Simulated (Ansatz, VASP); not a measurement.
## Two plane-wave programs on Na2PdF6

File INCAR:

```
PREC = Accurate
ENCUT = 520
EDIFF = 1E-6
ISMEAR = 0
SIGMA = 0.1383
LREAL = False
LASPH = True
NELM = 80
ALGO = Normal
ISIF = 2
LWAVE = False
LCHARG = False
GGA = PE
NBANDS = 43
```

Contents of KPOINTS:

```
regular mesh
0
Gamma
  4 4 4
```

File POSCAR:

```
Na2PdF6
1.0
    5.2959110000      0.0000000000      0.0000000000
   -2.6479560000      4.5863960000      0.0000000000
    0.0000000000      0.0000000000      4.3232500000
F Pd Na
6 1 2
Direct
    0.1500000000      0.8500000000      0.2400000000
    0.1500000000      0.3000000000      0.2400000000
    0.7000000000      0.8500000000      0.2400000000
    0.8500000000      0.1500000000      0.7600000000
    0.3000000000      0.1500000000      0.7600000000
    0.8500000000      0.7000000000      0.7600000000
    0.0000000000      0.0000000000      0.0000000000
    0.6667000000      0.3333000000      0.7000000000
    0.3333000000      0.6667000000      0.3000000000
```

Input for Ansatz:

```yaml
crystal:
  lattice:
    - [5.295911, 0.0, 0.0]
    - [-2.647956, 4.586396, 0.0]
    - [0.0, 0.0, 4.32325]
  atoms:
    - { symbol: F, position: [0.15, 0.85, 0.24] }
    - { symbol: F, position: [0.15, 0.3, 0.24] }
    - { symbol: F, position: [0.7, 0.85, 0.24] }
    - { symbol: F, position: [0.85, 0.15, 0.76] }
    - { symbol: F, position: [0.3, 0.15, 0.76] }
    - { symbol: F, position: [0.85, 0.7, 0.76] }
    - { symbol: Pd, position: [0.0, 0.0, 0.0] }
    - { symbol: Na, position: [0.6667, 0.3333, 0.7] }
    - { symbol: Na, position: [0.3333, 0.6667, 0.3] }
  symmetry: { tolerance: 0.0003 }
kpoints:
  mp_grid: { grid: [4, 4, 4], shift: [0, 0, 0] }
magnetization:
  spin_polarized: false
scf:
  occupations: { method: gaussian, width: 0.1383 }
hamiltonian:
  pseudopotentials: { kind: paw }
  xc: pbe
basis:
  ecutwfc: 420
output:
  forces: true
  stress: true
  eigenvalues: true
```

Alike in both runs: task single point; functional PBE; k mesh 4 × 4 × 4; occupations gaussian, width 0.1383 eV; no spin polarisation.

|  | VASP | Ansatz |
| --- | --- | --- |
| version | VASP 6.6.1 | Ansatz 0.2.0 |
| potentials or method | VASP PAW PBE potentials, release 64 (F, Pd, Na_pv), cutoff 520 eV | PAW plane waves |
| valence electrons in the cell | 66 | 78 |

```csv
,VASP,Ansatz,Ansatz less VASP
gap on the k mesh at the Fermi level (eV),3.74,3.81,+0.070
rms of the force components (eV/Å),1.587,1.614,+0.0267
```

Atom by atom the forces differ by 0.134 eV/Å (rms over components). VASP's potentials hold 66 valence electrons a cell and Ansatz's 78, so a difference there can come from the potentials and not from the codes. Ansatz's warnings: structure snapped to symmetry.
